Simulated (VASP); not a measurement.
Write the native input for VASP 6.6.1 that does the following.

* Task: single point
* Functional: PBE
* Potentials or basis: VASP PAW PBE potentials, release 64 (Mg, O)
* Cutoff: 600 eV
* k mesh: 10 × 10 × 10
* Occupations: gaussian, width 0.01 eV
* Spin: no spin polarisation
* Dipole correction: no
* Further INCAR settings: ALGO = Normal; EDIFF = 1e-06; NBANDS = 11

The structure of MgO (Periclase) lies in POSCAR:

```
MgO
1.0
    0.0000000000      2.0735332027      2.0735332027
    2.0735332027      0.0000000000      2.0735332027
    2.0735332027      2.0735332027      0.0000000000
Mg O
1 1
Direct
    0.0000000000      0.0000000000      0.0000000000
    0.5000000000      0.5000000000      0.5000000000
```

One way to write it, as run:

INCAR

```
SYSTEM = MgO
PREC = Accurate
ENCUT = 600
EDIFF = 1E-6
ISMEAR = 0
SIGMA = 0.01
LREAL = .FALSE.
LASPH = .TRUE.
NELM = 120
ALGO = Normal
ISIF = 2
LWAVE = .FALSE.
LCHARG = .FALSE.
GGA = PE
NBANDS = 11
GGA_COMPAT = .FALSE.
```

KPOINTS

```
regular mesh
0
G
  10 10 10
  0 0 0
```

Potentials or basis: VASP PAW PBE potentials, release 64 (Mg, O).

Launch:

```console
$ cat potpaw_PBE.64/Mg/POTCAR potpaw_PBE.64/O/POTCAR > POTCAR
$ mpirun -np 1 vasp_std > vasp.out
```

It gave:

- Pressure: 12.3 GPa
- Band gap on the k mesh: 5.20 eV, direct

It took 6.8 s on 1 thread of Intel(R) Xeon(R) Platinum 8488C (Sapphire Rapids), with other jobs on the host, peak memory 0.14 GiB.
